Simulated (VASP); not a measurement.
# Ta (Im-3m) in VASP: further runs

Ta is run at these levels: PBE, LDA; tasks: single point, relaxation of cell and atoms.

Everything below comes from runs of VASP 6.6.1. Logs are shortened: lines on timing, memory, paths and dates and some standing lists are left out, and cuts for length are marked.

### 1 The cell of the first run

Symmetry: Im-3m, No. 229, cubic system. The conventional cell has a = 3.303 Å, b = 3.303 Å, c = 3.303 Å, α = 90.00°, β = 90.00°, γ = 90.00°. Ta (site symmetry m-3m) has 14 Ta at 2.86 to 3.30 Å within 3.8 Å.

### 2 Single point, PBE

INCAR reads:

```
SYSTEM = Ta
PREC     = Accurate       ! precision mode
ENCUT    = 520            ! plane-wave cutoff, eV
EDIFF    = 1E-7           ! SCF threshold, eV
ISMEAR   = 0              ! smearing method
SIGMA    = 0.028000000000000004 ! smearing width, eV
LREAL    = .False.        ! projectors in reciprocal space
LASPH    = .True.         ! aspherical terms in the spheres
NELM     = 60             ! most SCF steps
ALGO     = Normal         ! electronic algorithm
ISIF     = 2              ! what is computed and relaxed
LWAVE    = .False.        ! write WAVECAR
LCHARG   = .False.        ! write CHGCAR
GGA      = PE             ! functional
NBANDS   = 12             ! bands
```

KPOINTS reads:

```
Automatic mesh
0
Gamma
  11 11 11
  0 0 0
```

POSCAR reads:

```
Ta
1.0
   -1.6512800000      1.6512800000      1.6512800000
    1.6512800000     -1.6512800000      1.6512800000
    1.6512800000      1.6512800000     -1.6512800000
Ta
1
Direct
    0.0000000000      0.0000000000      0.0000000000
```

Potentials or basis: VASP PAW PBE potentials, release 64 (Ta_pv).

Started as:

```sh
$ cat potpaw_PBE.64/Ta_pv/POTCAR > POTCAR
$ mpirun -np 1 vasp_std > vasp.out
```

OUTCAR:

```text
SYSTEM = Ta
   PREC = Accurate
   ENCUT = 520
   EDIFF = 1E-7
   ISMEAR = 0
   LREAL = .False.
   LASPH = .True.
   NELM = 60
   ISIF = 2
   GGA = PE

 ion  position               nearest neighbor table
   1  0.000  0.000  0.000-

  LATTYP: Found a body centered cubic cell.
 ALAT       =     3.3025600000

  Lattice vectors:

 A1 = (  -1.6512800000,   1.6512800000,   1.6512800000)
 A2 = (   1.6512800000,  -1.6512800000,   1.6512800000)
 A3 = (   1.6512800000,   1.6512800000,  -1.6512800000)

Analysis of symmetry for initial positions (statically):
=====================================================================
 Subroutine PRICEL returns:
 Original cell was already a primitive cell.

 Routine SETGRP: Setting up the symmetry group for a
 body centered cubic supercell.

 Subroutine GETGRP returns: Found 48 space group operations
 (whereof 48 operations were pure point group operations)
 out of a pool of 48 trial point group operations.

The static configuration has the point symmetry O_h .

Analysis of symmetry for dynamics (positions and initial velocities):
=====================================================================
 Subroutine PRICEL returns:
 Original cell was already a primitive cell.

 Routine SETGRP: Setting up the symmetry group for a
 body centered cubic supercell.

 Subroutine GETGRP returns: Found 48 space group operations
 (whereof 48 operations were pure point group operations)
 out of a pool of 48 trial point group operations.

The dynamic configuration has the point symmetry O_h .

 Subroutine INISYM returns: Found 48 space group operations
 (whereof 48 operations are pure point group operations),
 and found     1 'primitive' translations

----------------------------------------------------------------------------------------

                                     Primitive cell

  volume of cell :      18.0104

  direct lattice vectors                    reciprocal lattice vectors
    -1.651280000  1.651280000  1.651280000     0.000000000  0.302795407  0.302795407
     1.651280000 -1.651280000  1.651280000     0.302795407  0.000000000  0.302795407
     1.651280000  1.651280000 -1.651280000     0.302795407  0.302795407  0.000000000

  length of vectors
     2.860100858  2.860100858  2.860100858     0.428217371  0.428217371  0.428217371

  position of ions in fractional coordinates (direct lattice)
     0.000000000  0.000000000  0.000000000

  ion indices of the primitive-cell ions
   primitive index   ion index
                 1           1

----------------------------------------------------------------------------------------

 KPOINTS: Automatic mesh

Automatic generation of k-mesh.
 Grid dimensions read from file:
 generate k-points for:   11   11   11

 Generating k-lattice:

  Cartesian coordinates                     Fractional coordinates (reciprocal lattice)
     0.000000000  0.027526855  0.027526855     0.090909091  0.000000000  0.000000000
     0.027526855  0.000000000  0.027526855     0.000000000  0.090909091  0.000000000
     0.027526855  0.027526855  0.000000000     0.000000000  0.000000000  0.090909091

  Length of vectors
     0.038928852  0.038928852  0.038928852

  Shift w.r.t. Gamma in fractional coordinates (k-lattice)
     0.000000000  0.000000000  0.000000000

 Subroutine IBZKPT returns following result:
 ===========================================

 Found     56 irreducible k-points:

 Following reciprocal coordinates:
            Coordinates               Weight
  0.000000  0.000000  0.000000      1.000000
  0.090909  0.000000  0.000000     12.000000
  0.181818  0.000000  0.000000     12.000000
  0.272727  0.000000  0.000000     12.000000
  0.363636  0.000000  0.000000     12.000000
  0.454545  0.000000  0.000000     12.000000
[... 16 lines left out ...]
  0.272727  0.181818  0.090909     48.000000
  0.363636  0.181818  0.090909     24.000000
 [... further k-points ...]
   k-points           NKPTS =     56   k-points in BZ     NKDIM =     56   number of bands    NBANDS=     12
   number of dos      NEDOS =    301   number of ions     NIONS =      1
   total plane-waves  NPLWV =  13824
   dimension x,y,z NGX =    24 NGY =   24 NGZ =   24
   dimension x,y,z NGXF=    48 NGYF=   48 NGZF=   48
   ions per type =               1
   NGX,Y,Z   is equivalent  to a cutoff of  13.95, 13.95, 13.95 a.u.
   NGXF,Y,Z  is equivalent  to a cutoff of  27.90, 27.90, 27.90 a.u.
 SYSTEM =  Ta
   PREC   = accura    normal or accurate (medium, high low for compatibility)
   ISTART =      0    job   : 0-new  1-cont  2-samecut
   ICHARG =      2    charge: 1-file 2-atom 10-const
   ISPIN  =      1    spin polarized calculation?
   LNONCOLLINEAR =      F non collinear calculations
   LSORBIT =      F    spin-orbit coupling
   LASPH  =      T    aspherical Exc in radial PAW
   ENCUT  =  520.0 eV  38.22 Ry    6.18 a.u.   5.32  5.32  5.32*2*pi/ulx,y,z
   NELM   =     60;   NELMIN=  2; NELMDL= -5     # of ELM steps
   EDIFF  = 0.1E-06   stopping-criterion for ELM
   LREAL  =      F    real-space projection
   EDIFFG = 0.1E-05   stopping-criterion for IOM
   NSW    =      0    number of steps for IOM
   IBRION =     -1    ionic relax: 0-MD 1-quasi-New 2-CG
   NFREE  =      0    steps in history (QN), initial steepest desc. (CG)
   ISIF   =      2    stress and relaxation
   ISYM   =      2    0-nonsym 1-usesym 2-fastsym
   POTIM  = 0.5000    time-step for ionic-motion
   TEBEG  =    0.0;   TEEND  =   0.0 temperature during run
   PSTRESS=    0.0 pullay stress
   NELECT =      11.0000    total number of electrons
   NUPDOWN=      -1.0000    fix difference up-down
   EMIN   =  10.00;   EMAX   =-10.00  energy-range for DOS
   EFERMI =   0.00;   METHOD = LEGACY
   ISMEAR =     0;   SIGMA  =   0.03  broadening in eV -4-tet -1-fermi 0-gaus
   EFERMI_NEDOS =   21; number of points for ismear=-14 and -15
   IALGO  =     38    algorithm
   IMIX   =      4    mixing-type and parameters
     AMIX     =   0.40;   BMIX     =  1.00
     AMIX_MAG =   1.60;   BMIX_MAG =  1.00
  volume/ion in A,a.u.               =      18.01       121.54
  Fermi-wavevector in a.u.,A,eV,Ry     =   1.388988  2.624806 26.249534  1.929286
  Thomas-Fermi vector in A             =   2.513061
   LORBIT       =      0    0 simple, 1 ext, 2 COOP (PROOUT), +10 PAW based schemes
   GGA     = PE    functional components
   LHFCALC =     F    Hartree Fock is set to
   AEXX    =    0.0000 exact exchange contribution
   IVDW    =     0    specifies the selected vdW correction
   LEPSILON=     F    determine dielectric tensor
   LRPA    =     F    only Hartree local field effects (RPA)
 non-spin polarized calculation
 Gauss-broadening in eV      SIGMA  =   0.03
  energy-cutoff  :      520.00
  volume of cell :       18.01
 maximum number of plane-waves:       494
 NGX is ok and might be reduce to    24
   NGX = 11   NGY = 11   NGZ = 11

 number of electron      11.0000002 magnetization

 Free energy of the ion-electron system (eV)
  ---------------------------------------------------
  ext. energy  EPLUGINS =         0.00000000
  ---------------------------------------------------
  free energy    TOTEN  =       -11.81532761 eV

  energy without entropy =      -11.81521513  energy(sigma->0) =      -11.81527137

 E-fermi :   5.4589     XC(G=0): -12.6163

 val. band max:        5.4264504955   @ k =   0.1818   0.0000   0.0000
 cond. band min:       5.5132389607   @ k =   0.3636   0.1818   0.0909
 fundamental gap:      0.0867884652
 Fermi energy:         5.4588587122

 k-point     1 :       0.0000    0.0000    0.0000
  band No.  band energies     occupation
      1     -27.5731      2.00000
      2     -27.5731      2.00000
      3     -27.5731      2.00000
      4      -2.4301      2.00000
      5       6.2279      0.00000
      6       6.2279      0.00000
      7       6.2279      0.00000
      8       9.5002      0.00000
      9       9.5002      0.00000
     10      20.1983      0.00000
     11      20.4969      0.00000
     12      20.4969      0.00000

 k-point     2 :       0.0909    0.0000    0.0000
  band No.  band energies     occupation
      1     -27.6743      2.00000
      2     -27.6043      2.00000
      3     -27.5737      2.00000
      4      -2.0646      2.00000
      5       5.9935      0.00000
      6       6.1471      0.00000
      7       6.5887      0.00000
      8       9.1531      0.00000
      9       9.5030      0.00000
     10      20.1979      0.00000
     11      20.8125      0.00000
     12      21.1381      0.00000

 k-point     3 :       0.1818    0.0000    0.0000
  band No.  band energies     occupation
      1     -27.9381      2.00000
      2     -27.6869      2.00000
      3     -27.5752      2.00000
      4      -1.0750      2.00000
      5       5.4265      1.89834
      6       5.7661      0.00000
      7       7.6414      0.00000
      8       8.8023      0.00000
      9       9.5591      0.00000
     10      20.1968      0.00000
     11      21.2269      0.00000
     12      22.9105      0.00000

 k-point     4 :       0.2727    0.0000    0.0000
  band No.  band energies     occupation
      1     -28.2685      2.00000
      2     -27.7933      2.00000
      3     -27.5772      2.00000
      4       0.1610      2.00000
      5       4.7847      2.00000
      6       5.3421      2.00000
      7       9.0026      0.00000
      8       9.2858      0.00000
      9       9.7480      0.00000
     10      20.1907      0.00000
     11      20.3059      0.00000
     12      21.6902      0.00000

 k-point     5 :       0.3636    0.0000    0.0000
  band No.  band energies     occupation
      1     -28.5586      2.00000
      2     -27.8893      2.00000
      3     -27.5791      2.00000
      4       0.9498      2.00000
      5       4.2678      2.00000
      6       5.7506      0.00000
      7       9.3737      0.00000
      8      10.0704      0.00000
      9      11.2894      0.00000
     10      18.6714      0.00000
     11      19.1667      0.00000
     12      20.2165      0.00000
[... 228 lines left out ...]
      1     -27.7084      2.00000
      2     -27.6358      2.00000
      3     -27.6358      2.00000
      4      -1.7073      2.00000
      5       6.1468      0.00000
      6       6.1468      0.00000
      7       6.5757      0.00000
      8       8.3722      0.00000
      9       9.9010      0.00000
     10      20.1975      0.00000
     11      21.7302      0.00000
     12      21.7527      0.00000

 k-point    22 :       0.1818    0.1818    0.0909
  band No.  band energies     occupation
      1     -28.4843      2.00000
      2     -27.8730      2.00000
      3     -27.7293      2.00000
      4       2.0263      2.00000
      5       4.1600      2.00000
      6       4.3105      2.00000
      7       9.5767      0.00000
      8      10.1544      0.00000
      9      12.7100      0.00000
     10      18.6840      0.00000
     11      20.2090      0.00000
     12      20.9921      0.00000

 k-point    23 :       0.2727    0.1818    0.0909
  band No.  band energies     occupation
      1     -28.5387      2.00000
      2     -28.0292      2.00000
      3     -27.7579      2.00000
      4       2.6355      2.00000
      5       3.9670      2.00000
      6       4.8681      2.00000
      7       9.8428      0.00000
      8      10.3963      0.00000
      9      14.6680      0.00000
     10      15.8721      0.00000
     11      19.5203      0.00000
     12      20.2041      0.00000

 k-point    24 :       0.3636    0.1818    0.0909
  band No.  band energies     occupation
      1     -28.5415      2.00000
      2     -28.1075      2.00000
      3     -27.7658      2.00000
      4       2.6600      2.00000
      5       3.9070      2.00000
      6       5.5132      0.00602
      7       9.9273      0.00000
      8      10.5011      0.00000
      9      14.5989      0.00000
     10      15.6152      0.00000
     11      18.8923      0.00000
     12      20.2033      0.00000

 [... further k-points ...]
[... 5 lines left out ...]
  --------------------------------------------------------------------------------------
  -------------------------------------------------------------------------------------
  Total        0.2509740      0.2509740      0.2509740     -0.0000000      0.0000000     -0.0000000
  in kB       22.3263169     22.3263169     22.3263169     -0.0000000      0.0000000     -0.0000000
  external PRESSURE =      22.3263169 kB  Pullay stress =       0.0000000 kB

 VOLUME and BASIS-vectors are now :
 -----------------------------------------------------------------------------
  energy-cutoff  :      520.00
  volume of cell :       18.01
      direct lattice vectors                 reciprocal lattice vectors
    -1.651280000  1.651280000  1.651280000     0.000000000  0.302795407  0.302795407
     1.651280000 -1.651280000  1.651280000     0.302795407  0.000000000  0.302795407
     1.651280000  1.651280000 -1.651280000     0.302795407  0.302795407  0.000000000

 POSITION                                       TOTAL-FORCE (eV/Angst)
 -----------------------------------------------------------------------------------
      0.00000      0.00000      0.00000        -0.000000     -0.000000      0.000000
 -----------------------------------------------------------------------------------
    total drift:                               -0.000000      0.000000      0.000000

  FREE ENERGIE OF THE ION-ELECTRON SYSTEM (eV)
  ---------------------------------------------------
  free  energy   TOTEN  =       -11.8153276130 eV

  energy  without entropy=      -11.8152151302  energy(sigma->0) =      -11.81527137
```

Wall time 13 s (1 thread of Intel Xeon 8259CL, shared host); peak memory 0.15 GiB.

Results:

```yaml
Free_energy: -11.8153 eV
Pressure: 2.2 GPa
```

Caveat: spin-orbit coupling is left out, which moves the levels of the heavy elements.

### 3 Single point, PBE

INCAR reads:

```
PREC = Accurate
ENCUT = 520
EDIFF = 1E-7
ISMEAR = -1
SIGMA = 0.04
LREAL = F
LASPH = T
NELM = 80
ALGO = Fast
ISIF = 2
LWAVE = F
LCHARG = T
GGA = PE
LELF = T
LVHAR = T
NBANDS = 12
```

KPOINTS reads:

```
Automatic mesh
0
Gamma
  4 4 4
```

POSCAR is that of step 2.

Potentials or basis: VASP PAW PBE potentials, release 64 (Ta_pv).

Started as:

```sh
$ cat potpaw_PBE.64/Ta_pv/POTCAR > POTCAR
$ mpirun -np 1 vasp_std > vasp.out
```

It took 8.1 s on 1 thread of Intel Xeon 8259CL, shared host; peak memory 0.13 GiB.

It converged, with:

- Free energy: -11.9060 eV
- Pressure: 3.3 GPa

Levels at points of the mesh, in eV from the Fermi level:
| k point | band 1 | band 2 | band 3 | band 4 | band 5 | band 6 | band 7 | band 8 | band 9 | band 10 |
| --- | --- | --- | --- | --- | --- | --- | --- | --- | --- | --- |
| (0.00, 0.00, 0.00) | -33.01 | -33.01 | -33.01 | -7.84 | 0.80 | 0.80 | 0.80 | 4.08 | 4.08 | 15.09 |
| (0.50, 0.00, 0.00) | -34.18 | -33.39 | -33.01 | -4.30 | -1.47 | 1.67 | 3.96 | 4.99 | 7.86 | 11.80 |
| (0.50, 0.50, 0.50) | -33.83 | -33.83 | -33.83 | -3.72 | -3.72 | 6.90 | 6.90 | 6.90 | 8.74 | 8.74 |

Caveat: the k points lie up to 0.67 Å⁻¹ apart; spin-orbit coupling is left out, which moves the levels of the heavy elements.

### 4 Single point, LDA

This run uses another cell than the first one, of 17.20 Å³/atom, 0.955 times its volume.

INCAR reads:

```
  ALGO = Normal
  EDIFF = 1E-7
  ENCUT = 520
  ISIF = 2
  ISMEAR = -1
  LASPH = T
  LCHARG = F
  LREAL = F
  LWAVE = F
  NBANDS = 12
  NELM = 100
  PREC = Accurate
  SIGMA = 0.05
```

KPOINTS reads:

```
k-points
0
Gamma
  11 11 11
```

POSCAR reads:

```
Ta
1.0
   -1.6260334850      1.6260334850      1.6260334850
    1.6260334850     -1.6260334850      1.6260334850
    1.6260334850      1.6260334850     -1.6260334850
Ta
1
Direct
    0.0000000000      0.0000000000      0.0000000000
```

Potentials or basis: VASP PAW LDA potentials, release 64 (Ta_pv).

Started as:

```sh
$ cat potpaw_LDA.64/Ta_pv/POTCAR > POTCAR
$ mpirun -np 1 vasp_std > vasp.out
```

Wall time 13 s (1 thread of Intel Xeon 8259CL, shared host); peak memory 0.13 GiB.

The run converged. Its results:

```
Free energy : -12.8387 eV
Pressure    : 1.1 GPa
```

Levels at points of the mesh, in eV from the Fermi level:
| k point | band 3 | band 4 | band 5 | band 6 | band 7 | band 8 |
| --- | --- | --- | --- | --- | --- | --- |
| (0.00, 0.00, 0.00) | -32.72 | -8.01 | 0.67 | 0.67 | 0.67 | 4.10 |

Caveat: spin-orbit coupling is left out, which moves the levels of the heavy elements.

### 5 Single point, PBE

INCAR reads:

```
SYSTEM = Ta
ALGO     = Fast           ! electronic algorithm
EDIFF    = 1E-7           ! SCF threshold, eV
ENCUT    = 520            ! plane-wave cutoff, eV
GGA      = PE             ! functional
ISIF     = 2              ! what is computed and relaxed
ISMEAR   = 0              ! smearing method
LASPH    = .TRUE.         ! aspherical terms in the spheres
LCHARG   = .FALSE.        ! write CHGCAR
LREAL    = .FALSE.        ! projectors in reciprocal space
LWAVE    = .FALSE.        ! write WAVECAR
NBANDS   = 12             ! bands
NELM     = 100            ! most SCF steps
PREC     = Accurate       ! precision mode
SIGMA    = 0.014          ! smearing width, eV
```

KPOINTS reads:

```
k-points
0
G
  11 11 11
  0 0 0
```

POSCAR reads:

```
Ta
1.0
   -1.6512800000      1.6512800000      1.6512800000
    1.6512800000     -1.6512800000      1.6512800000
    1.6512800000      1.6512800000     -1.6512800000
Ta
1
Direct
    0.0000000000      0.0000000000      0.0000000000
```

Potentials or basis: VASP PAW PBE potentials, release 64 (Ta_pv).

Started as:

```sh
$ cat potpaw_PBE.64/Ta_pv/POTCAR > POTCAR
$ mpirun -np 1 vasp_std > vasp.out
```

Run time: 21 s. Hardware: 1 thread of Intel Xeon 8259CL, shared host; peak memory 0.14 GiB.

Results (log left out):

```
Free energy : -11.8153 eV
Pressure    : 2.3 GPa
```

Levels at points of the mesh, in eV from the Fermi level:
```tsv
k point	band 3	band 4	band 5	band 6	band 7	band 8
(0.00, 0.00, 0.00)	-33.01	-7.87	0.79	0.79	0.79	4.06
```

Caveat: spin-orbit coupling is left out, which moves the levels of the heavy elements.

(Part 1 of 2 ends here.)
